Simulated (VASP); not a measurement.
# Fe (Fmmm) in VASP: notebook, part 2 of 2

VASP 6.6.1. Earlier steps stand in the parts before.

**3. Electric field gradients, LDA, collinear spin, ferromagnetic start (10.98 Å³/atom)**

INCAR reads:

```
SYSTEM = Fe
PREC = Accurate ; ENCUT = 520
EDIFF = 1E-8 ; ISMEAR = -1
SIGMA = 0.05 ; LREAL = .FALSE.
LASPH = .TRUE. ; NELM = 150
ALGO = Normal ; ISIF = 2
LWAVE = .FALSE. ; LCHARG = .FALSE.
ISPIN = 2 ; MAGMOM = 3
LORBIT = 11 ; LMAXMIX = 4
GGA = CA ; LEFG = .TRUE.
NBANDS = 14
```

KPOINTS reads:

```
Automatic mesh
0
G
  16 16 16
  0 0 0
```

POSCAR reads:

```
Fe
1.0
    0.0000000000      1.9154967481      1.9385464314
    1.4781880421      0.0000000000      1.9385464314
    1.4781880421      1.9154967481      0.0000000000
Fe
1
Direct
    0.0000000000      0.0000000000      0.0000000000
```

Potentials or basis: VASP PAW LDA potentials, release 64 (Fe).

Run with:

```sh
cat potpaw_LDA.64/Fe/POTCAR > POTCAR
mpirun -np 1 vasp_std > vasp.out
```

OUTCAR:

```text
SYSTEM = Fe
   PREC = Accurate
   ENCUT = 520
   EDIFF = 1E-8
   ISMEAR = -1
   LREAL = .FALSE.
   LASPH = .TRUE.
   NELM = 150
   ISIF = 2
   ISPIN = 2
   LORBIT = 11
   GGA = CA

 ion  position               nearest neighbor table
   1  0.000  0.000  0.000-

  LATTYP: Found a face centered orthorhombic cell.
 ALAT       =     2.9563760842
 B/A-ratio  =     1.2958410524
 C/A-ratio  =     1.3114342534

  Lattice vectors:

 A1 = (   0.0000000000,   1.9154967481,   1.9385464314)
 A2 = (   1.4781880421,   0.0000000000,   1.9385464314)
 A3 = (   1.4781880421,   1.9154967481,   0.0000000000)

Analysis of symmetry for initial positions (statically):
=====================================================================
 Subroutine PRICEL returns:
 Original cell was already a primitive cell.

 Routine SETGRP: Setting up the symmetry group for a
 face centered orthorhombic supercell.

 Subroutine GETGRP returns: Found  8 space group operations
 (whereof  8 operations were pure point group operations)
 out of a pool of  8 trial point group operations.

The static configuration has the point symmetry D_2h.

Analysis of symmetry for dynamics (positions and initial velocities):
=====================================================================
 Subroutine PRICEL returns:
 Original cell was already a primitive cell.

 Routine SETGRP: Setting up the symmetry group for a
 face centered orthorhombic supercell.

 Subroutine GETGRP returns: Found  8 space group operations
 (whereof  8 operations were pure point group operations)
 out of a pool of  8 trial point group operations.

The dynamic configuration has the point symmetry D_2h.
[... 593 lines left out ...]
     13      38.8641      0.00000
     14      38.9569      0.00000
[... 379 lines left out ...]
      3       5.2348      1.00000
      4       5.9177      0.97471
      5       6.8230      0.00000
      6       7.4956      0.00000
      7      28.7675      0.00000
      8      30.4918      0.00000
      9      31.7278      0.00000
     10      35.7220      0.00000
     11      36.3631      0.00000
     12      38.0979      0.00000
     13      38.1785      0.00000
     14      40.6535      0.00000

 [... further k-points ...]
[... 5 lines left out ...]
  --------------------------------------------------------------------------------------
  -------------------------------------------------------------------------------------
  Total       -1.2968580     -0.5631598     -0.6994916      0.0000000      0.0000000      0.0000000
  in kB     -189.2717139    -82.1911180   -102.0882504      0.0000000      0.0000000      0.0000000
  external PRESSURE =    -124.5170274 kB  Pullay stress =       0.0000000 kB

 VOLUME and BASIS-vectors are now :
 -----------------------------------------------------------------------------
  energy-cutoff  :      520.00
  volume of cell :       10.98
      direct lattice vectors                 reciprocal lattice vectors
     0.000000000  1.915496748  1.938546431    -0.338251958  0.261028895  0.257925212
     1.478188042  0.000000000  1.938546431     0.338251958 -0.261028895  0.257925212
     1.478188042  1.915496748  0.000000000     0.338251958  0.261028895 -0.257925212

 POSITION                                       TOTAL-FORCE (eV/Angst)
 -----------------------------------------------------------------------------------
      0.00000      0.00000      0.00000        -0.000000      0.000000      0.000000
 -----------------------------------------------------------------------------------
    total drift:                                0.000000     -0.000000     -0.000000

  FREE ENERGIE OF THE ION-ELECTRON SYSTEM (eV)
  ---------------------------------------------------
  free  energy   TOTEN  =        -9.1819777559 eV

  energy  without entropy=       -9.1719692719  energy(sigma->0) =       -9.17697351

 Electric field gradients (V/A^2)
---------------------------------------------------------------------
 ion       V_xx      V_yy      V_zz      V_xy      V_xz      V_yz
---------------------------------------------------------------------
   1       9.781    -4.937    -4.844     0.001     0.001     0.000
---------------------------------------------------------------------

 Electric field gradients after diagonalization (V/A^2)
 (convention: |V_zz| > |V_xx| > |V_yy|)
----------------------------------------------------------------------
 ion       V_xx      V_yy      V_zz     asymmetry (V_yy - V_xx)/ V_zz
----------------------------------------------------------------------
   1      -4.937    -4.844     9.781       0.010
----------------------------------------------------------------------

           NMR quadrupolar parameters

 Cq : quadrupolar parameter    Cq=e*Q*V_zz/h
 eta: asymmetry parameters     (V_yy - V_xx)/ V_zz
 Q  : nuclear electric quadrupole moment in mb (millibarn)
----------------------------------------------------------------------
 ion       Cq(MHz)       eta       Q (mb)
----------------------------------------------------------------------
   1       0.024       0.010       1.000
----------------------------------------------------------------------

 total charge

# of ion       s       p       d       tot
------------------------------------------
    1        0.503   0.565   6.284   7.353

 magnetization (x)

# of ion       s       p       d       tot
------------------------------------------
    1       -0.010  -0.033   2.050   2.007
```

OSZICAR:

```text
N       E                     dE             d eps       ncg     rms          rms(c)
DAV:   1     0.209496585401E+02    0.20950E+02   -0.38057E+03 38198   0.726E+02
DAV:   2    -0.931984259683E+01   -0.30270E+02   -0.27823E+02 38088   0.131E+02
DAV:   3    -0.102448738779E+02   -0.92503E+00   -0.91799E+00 42374   0.237E+01
DAV:   4    -0.102480801571E+02   -0.32063E-02   -0.32060E-02 40566   0.125E+00
DAV:   5    -0.102480970987E+02   -0.16942E-04   -0.16942E-04 42590   0.929E-02    0.123E+01
DAV:   6    -0.928082834919E+01    0.96727E+00   -0.98965E+00 45234   0.390E+01    0.514E+00
DAV:   7    -0.920220938030E+01    0.78619E-01   -0.59768E-01 43344   0.944E+00    0.312E+00
DAV:   8    -0.919107898588E+01    0.11130E-01   -0.46923E-03 43728   0.435E-01    0.120E+00
DAV:   9    -0.918230037529E+01    0.87786E-02   -0.60923E-03 49064   0.392E-01    0.248E-01
DAV:  10    -0.918196077846E+01    0.33960E-03   -0.19608E-04 44352   0.221E-01    0.504E-02
DAV:  11    -0.918197567867E+01   -0.14900E-04   -0.39127E-05 43368   0.597E-02    0.267E-02
DAV:  12    -0.918197702904E+01   -0.13504E-05   -0.94141E-07 40914   0.103E-02    0.112E-02
DAV:  13    -0.918197823984E+01   -0.12108E-05   -0.91373E-07 46770   0.689E-03    0.102E-02
DAV:  14    -0.918197777313E+01    0.46671E-06   -0.20501E-07 44878   0.472E-03    0.157E-03
DAV:  15    -0.918197775719E+01    0.15940E-07   -0.35171E-09 22674   0.631E-04    0.368E-04
DAV:  16    -0.918197775593E+01    0.12633E-08   -0.26312E-10 18906   0.125E-04
   1 F= -.91819778E+01 E0= -.91769735E+01  d E =-.100085E-01  mag=     2.0356
```

stdout:

```text
POSCAR found type information on POSCAR Fe
 POSCAR found :  1 types and       1 ions
 scaLAPACK will be used
 LDA part: xc-table for (Slater(with rela. corr.)+CA(PZ))
 , standard interpolation
 POSCAR, INCAR and KPOINTS ok, starting setup
 FFT: planning ... GRIDC
 FFT: planning ... GRID_SOFT
 FFT: planning ... GRID
 WAVECAR not read
 entering main loop
ion   1
```

Wall time 1.7 min (1 thread of Intel Xeon 6975P-C (Granite Rapids), shared host); peak memory 0.24 GiB.

Results:

```yaml
Free_energy: -9.1820 eV
Pressure: -12.5 GPa
Band_gap_on_the_k_mesh: zero (filled and empty bands overlap)
Net_moment: 2.04 μB per cell
Site_moments: Fe +2.01 μB
Largest_electric_field_gradient_by_atom: Fe +9.8 V/Å²
Valence_electrons_inside_the_program's_atomic_spheres: Fe 7.35
```

Levels at points of the mesh, in eV from the Fermi level:
Spin up:
| k point | band 2 | band 3 | band 4 | band 5 | band 6 | band 7 | band 8 | band 9 |
| --- | --- | --- | --- | --- | --- | --- | --- | --- |
| (0.00, 0.00, 0.00) | -2.55 | -2.45 | -2.05 | -1.22 | -0.78 | 24.04 | 25.58 | 25.86 |
| (0.50, 0.00, 0.00) | -3.32 | -1.29 | -0.64 | 0.16 | 0.44 | 7.37 | 19.10 | 21.50 |
| (0.50, 0.50, 0.00) | -3.93 | -0.60 | -0.52 | 0.51 | 0.74 | 8.10 | 17.53 | 19.00 |
| (0.50, 0.00, 0.50) | -3.90 | -0.64 | -0.58 | 0.58 | 0.97 | 8.37 | 17.29 | 18.76 |
| (0.00, 0.50, 0.50) | -4.92 | 0.11 | 0.21 | 0.31 | 7.95 | 11.08 | 11.09 | 14.87 |
Spin down:
```csv
k point,band 1,band 2,band 3,band 4,band 5,band 6
"(0.00, 0.00, 0.00)",-8.40,-0.94,-0.80,-0.32,0.86,1.44
"(0.50, 0.00, 0.00)",-4.00,-1.78,0.53,0.76,1.53,2.37
"(0.50, 0.50, 0.00)",-3.99,-2.50,1.12,1.54,1.68,2.43
"(0.50, 0.00, 0.50)",-3.98,-2.45,1.35,1.48,1.61,2.47
"(0.00, 0.50, 0.50)",-3.64,-3.42,2.04,2.09,2.17,8.40
```

Electric field gradients, principal values (V/Å²):
| atom | least | middle | greatest (by size) |
| --- | --- | --- | --- |
| 1 Fe | -4.844 | -4.937 | 9.781 |

Caveat: the cell stands under tension; without QUAD_EFG the Cq values of the log hold for a quadrupole moment of 1 mb, not for the nuclei.
